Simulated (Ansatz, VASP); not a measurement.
One calculation of Ti, two programs

```
CELL_PARAMETERS angstrom
4.45106 0.00000 0.00000
-2.22553 3.85473 0.00000
0.00000 0.00000 2.77052
ATOMIC_POSITIONS crystal
Ti 0.00000 0.00000 0.00000
Ti 0.33333 0.66667 0.50000
Ti 0.66667 0.33333 0.50000
```

Alike in both runs: functional LDA; k mesh 11 × 11 × 15; no spin polarisation.

Ansatz relaxed the structure, and its values are those at the end. VASP's run is a single point on that final structure, the one shown.

|  | VASP | Ansatz |
| --- | --- | --- |
| version | VASP 6.6.1 | Ansatz 0.2.0 |
| potentials or method | VASP PAW LDA potentials, release 64 (Ti_sv), cutoff 520 eV | plane waves, PAW |
| occupations | methfessel-paxton of order 1, width 0.1 eV | cold |
| valence electrons in the cell | 36 | 36 |

Ansatz gave:

```
pressure (GPa) : 0.0
```

**Question.** Estimate VASP's values.

**Answer.** Pressure (GPa): -0.1.

LDA's correlation is that of Perdew and Zunger in VASP and of Perdew and Wang (1992) in Ansatz.
